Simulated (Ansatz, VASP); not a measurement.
# Cu3Au13 in VASP and in Ansatz

File INCAR:

```
SYSTEM = Cu3Au13
PREC = Accurate
ENCUT = 520
EDIFF = 1E-6
ISMEAR = 0
SIGMA = 0.1
LREAL = Auto
LASPH = .TRUE.
NELM = 60
ALGO = Fast
ISIF = 2
LWAVE = .FALSE.
LCHARG = .TRUE.
GGA = PE
LVHAR = .TRUE.
NBANDS = 102
KPAR = 4
```

The input KPOINTS:

```
regular mesh
0
G
  5 5 5
  0 0 0
```

The input POSCAR:

```
Cu3Au13
1.0
    6.8695070000      0.2010230000     -0.0175870000
    0.1990440000      6.8669360000      0.0254270000
   -0.0281200000      0.0223460000      5.7422780000
Au Cu
13 3
Direct
    0.2576699067      0.4101131005      0.5524662073
    0.2375120455      0.4303210046      0.0419466614
    0.7441176557      0.9051173255      0.0455203495
    0.9006240347      0.5691060507      0.2964786158
    0.9870913002      0.1598302514      0.2975509409
    0.1509330215      0.8139878989      0.5586556255
    0.3966742044      0.0579947187      0.8043951193
    0.6413497593      0.3236179354      0.0366411288
    0.7324179334      0.9167804559      0.5493343172
    0.8850592974      0.5692088849      0.7905710765
    0.9885317542      0.1611497967      0.7975442370
    0.3962413306      0.0728642444      0.2984367980
    0.4894236498      0.6619391640      0.2974003443
    0.6498485817      0.3211568382      0.5421724376
    0.4884931600      0.6614079736      0.7974523730
    0.1486149570      0.8225429843      0.0523953881
```

Input for Ansatz:

```yaml
crystal:
  lattice:
    - [6.869507, 0.201023, -0.017587]
    - [0.199044, 6.866936, 0.025427]
    - [-0.02812, 0.022346, 5.742278]
  atoms:
    - { symbol: Au, position: [0.2576699067, 0.4101131005, 0.5524662073] }
    - { symbol: Au, position: [0.2375120455, 0.4303210046, 0.0419466614] }
    - { symbol: Au, position: [0.7441176557, 0.9051173255, 0.0455203495] }
    - { symbol: Au, position: [0.9006240347, 0.5691060507, 0.2964786158] }
    - { symbol: Au, position: [0.9870913002, 0.1598302514, 0.2975509409] }
    - { symbol: Au, position: [0.1509330215, 0.8139878989, 0.5586556255] }
    - { symbol: Au, position: [0.3966742044, 0.0579947187, 0.8043951193] }
    - { symbol: Au, position: [0.6413497593, 0.3236179354, 0.0366411288] }
    - { symbol: Au, position: [0.7324179334, 0.9167804559, 0.5493343172] }
    - { symbol: Au, position: [0.8850592974, 0.5692088849, 0.7905710765] }
    - { symbol: Au, position: [0.9885317542, 0.1611497967, 0.797544237] }
    - { symbol: Au, position: [0.3962413306, 0.0728642444, 0.298436798] }
    - { symbol: Au, position: [0.4894236498, 0.661939164, 0.2974003443] }
    - { symbol: Cu, position: [0.6498485817, 0.3211568382, 0.5421724376] }
    - { symbol: Cu, position: [0.48849316, 0.6614079736, 0.797452373] }
    - { symbol: Cu, position: [0.148614957, 0.8225429843, 0.0523953881] }
basis:
  ecutwfc: 420
kpoints:
  mp_grid: { grid: [5, 5, 5] }
hamiltonian:
  xc: pbe
scf:
  occupations: { method: gaussian, width: 0.1 }
  n_extra_bands: 8
output:
  forces: true
  stress: true
  eigenvalues: true
  populations: true
  dos:
    method: { smearing: { sigma: 0.1, scheme: gaussian } }
    projected: true
    de: 0.02
  write_density: true
  write_potential: true
  elf: true
  volumetric_format: npy
```

Alike in both runs: task single point; functional PBE; k mesh 5 × 5 × 5; occupations gaussian, width 0.1 eV; no spin polarisation.

|  | VASP | Ansatz |
| --- | --- | --- |
| version | VASP 6.6.1 | Ansatz 0.2.0 |
| potentials or method | VASP PAW PBE potentials, release 64 (Au, Cu), cutoff 520 eV | scalar-relativistic, plane waves, PAW |
| valence electrons in the cell | 176 | 304 |

|  | VASP | Ansatz | Ansatz less VASP |
| --- | --- | --- | --- |
| gap on the k mesh at the Fermi level (eV) | none | none | - |
| rms of the force components (eV/Å) | 0.032 | 0.034 | +0.0015 |

Atom by atom the forces differ by 0.003 eV/Å (rms over components). A gap of «none» marks a metal or a gap that the smearing closes. VASP's potentials hold 176 valence electrons a cell and Ansatz's 304, so a difference there can come from the potentials and not from the codes.

Neither program's run includes spin-orbit coupling.
